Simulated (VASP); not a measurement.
Ni:

```
Ni
1.0
    -2.15234    2.15234    1.17414
     2.15234   -2.15234    1.17414
     2.15234    2.15234   -1.17414
Ni
2
Direct
  0.00000 0.00000 0.00000
  0.75000 0.25000 0.50000
```

| Item | Value |
| --- | --- |
| Program | VASP 6.6.1 |
| Task | relaxation of cell and atoms |
| Functional | r2SCAN |
| Potentials or basis | VASP PAW PBE potentials, release 64 (Ni) |
| Cutoff | 600 eV |
| k mesh | 8 × 8 × 8 |
| Occupations | gaussian, width 0.1 eV |
| Spin | collinear spin, ferromagnetic start |
| Starting moments | [0.86, 0.86] μB |

At the start: pressure 12.7 GPa; volume 10.88 Å³/atom.

Task: How do energy, volume and symmetry change on relaxing?

Result: Over 3 steps the energy falls by 26.0 meV/atom and the volume is 11.58 Å³/atom (+6.5 %); space group I4_1/amd (No. 141, to 0.05 Å); moment 1.47 μB per cell.

The path:
```csv
step,energy change (eV),largest force (eV/Å),pressure (GPa),volume (Å³)
1,0.0000,0.0000,12.65,21.76
2,-0.0093,0.0000,-9.07,24.58
3,-0.0520,0.0000,-0.13,23.17
```

Final structure:
```
Ni
1.0
    -2.19792    2.19792    1.19884
     2.19792   -2.19792    1.19884
     2.19792    2.19792   -1.19884
Ni
2
Direct
  0.00000 0.00000 0.00000
  0.75000 0.25000 0.50000
```

Caveat: the k points lie up to 0.37 Å⁻¹ apart in the final cell; the PAW data sets were made with another functional, which shifts forces and pressure a little.
